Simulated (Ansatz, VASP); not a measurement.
# Two plane-wave programs on KCl

File INCAR:

```
ALGO     = Normal         # electronic algorithm
EDIFF    = 1E-6           # SCF threshold, eV
ENCUT    = 520            # plane-wave cutoff, eV
GGA      = PE             # functional
ISIF     = 2              # what is computed and relaxed
ISMEAR   = -1             # smearing method
LASPH    = True           # aspherical terms in the spheres
LCHARG   = True           # write CHGCAR
LELF     = True           # ELF
LREAL    = False          # projectors in reciprocal space
LVHAR    = True         
LWAVE    = False          # write WAVECAR
NBANDS   = 15             # bands
NELM     = 60             # most SCF steps
PREC     = Accurate       # precision mode
SIGMA    = 0.02           # smearing width, eV
```

Contents of KPOINTS:

```
k-points
0
Gamma
  8 8 8
```

Contents of POSCAR:

```
KCl
1.0
    3.8944911150      0.0000000000      0.0000000000
    0.0000000000      3.7708085932      0.0000000000
    0.0000000000      0.0000000000      3.7708085932
K Cl
1 1
Direct
    0.0000000000      0.0000000000      0.0000000000
    0.5000000000      0.5000000000      0.5000000000
```

Input for Ansatz:

```yaml
crystal:
  lattice:
    - [3.894491115, 0.0, 0.0]
    - [0.0, 3.7708085932, 0.0]
    - [0.0, 0.0, 3.7708085932]
  atoms:
    - { symbol: K, position: [0.0, 0.0, 0.0] }
    - { symbol: Cl, position: [0.5, 0.5, 0.5] }
kpoints:
  mp_grid: { grid: [8, 8, 8] }
  band_path:
    path:
      - [0.0, 0.0, 0.0]
      - [0.0, 0.5, 0.0]
      - [0.5, 0.5, 0.0]
      - [0.5, 0.5, 0.5]
      - [0.5, 0.0, 0.5]
    npoints: 1
hamiltonian:
  xc: pbe
scf:
  occupations: { method: fermi_dirac, width: 0.02 }
  n_extra_bands: 4
output:
  forces: true
  stress: true
  eigenvalues: true
```

Change from the starting cell: uniaxial_x strain +3.3%.

Alike in both runs: task single point; functional PBE; k mesh 8 × 8 × 8; occupations fermi-dirac, width 0.02 eV; no spin polarisation.

|  | VASP | Ansatz |
| --- | --- | --- |
| version | VASP 6.6.1 | Ansatz 0.2.0 |
| potentials or method | VASP PAW PBE potentials, release 64 (K_sv, Cl) | plane waves, PAW |
| plane-wave cutoff (eV) | 520 | 420 |
| valence electrons in the cell | 16 | 16 |

```csv
,VASP,Ansatz,Ansatz less VASP
gap on the k mesh at the Fermi level (eV),4.82,4.82,+0.001
pressure (GPa),0.4,0.4,-0.01
"traceless stress, the component that is largest in VASP (GPa)",-0.95,-0.95,-0.001
```
